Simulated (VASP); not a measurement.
A run of VASP 6.6.1 is set up as follows.

INCAR

```
PREC     = Accurate       # precision mode
ENCUT    = 520            # plane-wave cutoff, eV
EDIFF    = 1E-7           # SCF threshold, eV
ISMEAR   = 0              # smearing method
SIGMA    = 0.1            # smearing width, eV
LREAL    = False          # projectors in reciprocal space
LASPH    = True           # aspherical terms in the spheres
NELM     = 60             # most SCF steps
ALGO     = Normal         # electronic algorithm
ISIF     = 2              # what is computed and relaxed
LWAVE    = False          # write WAVECAR
LCHARG   = False          # write CHGCAR
GGA      = PS             # functional
NBANDS   = 14             # bands
```

Contents of KPOINTS:

```
Automatic mesh
0
Gamma
  18 18 6
```

Contents of POSCAR:

```
Al
1.0
    2.8153039362      0.0000000000      0.0000000000
   -1.4076519681      2.4381247281      0.0000000000
    0.0000000000      0.0000000000      9.2462780699
Al
4
Direct
    0.0000000000      0.0000000000      0.0000000000
    0.3333333333      0.6666666667      0.2500000000
    0.0000000000      0.0000000000      0.5000000000
    0.6666666667      0.3333333333      0.7500000000
```

Potentials or basis: VASP PAW PBE potentials, release 64 (Al).

Command:

```bash
$ cat potpaw_PBE.64/Al/POTCAR > POTCAR
$ mpirun -np 1 vasp_std > vasp.out
```

(1) Predict the pressure.

(2) What does it give for the band gap on the k mesh?

## Answers

(1) 2.1 GPa.

(2) zero (bands 6 and 7 overlap by 5.50 eV).

Caveat: the PAW data sets were made with another functional, which shifts forces and pressure a little.
